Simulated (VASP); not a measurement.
Wanted: the native input for a VASP 6.6.1 run.

```yaml
Task: single point
Functional: PBE
Potentials_or_basis: VASP PAW PBE potentials, release 64 (Rh_pv)
Cutoff: 520 eV
k_mesh: 16 × 16 × 16
Occupations: gaussian, width 0.15 eV
Spin: no spin polarisation
Dipole_correction: no
Further_INCAR_settings: ALGO = Fast; EDIFF = 1e-07; NBANDS = 14
```

The structure of Rh lies in POSCAR:

```
Rh
1.0
    0.0000007238      1.9154638005      1.9155045582
    1.9153375001      0.0000023719      1.9154885128
    1.9153370582      1.9154653376     -0.0000162975
Rh
1
Direct
    0.0000000000      0.0000000000      0.0000000000
```

This cell differs from its parent crystal: cell sheared at random, sigma 0.1, atoms nudged by 0.01 Å, then relaxed in part.

One way to write it, as run:

INCAR

```
  PREC = Accurate
  ENCUT = 520
  EDIFF = 1E-7
  ISMEAR = 0
  SIGMA = 0.15
  LREAL = False
  LASPH = True
  NELM = 80
  ALGO = Fast
  ISIF = 2
  LWAVE = False
  LCHARG = False
  GGA = PE
  NBANDS = 14
```

KPOINTS

```
Automatic mesh
0
Gamma
  16 16 16
```

Potentials or basis: VASP PAW PBE potentials, release 64 (Rh_pv).

Run with:

```sh
$ cat potpaw_PBE.64/Rh_pv/POTCAR > POTCAR
$ mpirun -np 1 vasp_std > vasp.out
```

Results of the run:

The pressure is 0.0 GPa.

Caveat: the cell differs from its parent crystal (cell sheared at random, sigma 0.1, atoms nudged by 0.01 Å, then relaxed in part).

Wall time 100 s on 1 thread of Intel(R) Xeon(R) Platinum 8259CL CPU @ 2.50GHz (Skylake/Cascade Lake), with other jobs on the host, peak memory 0.22 GiB.
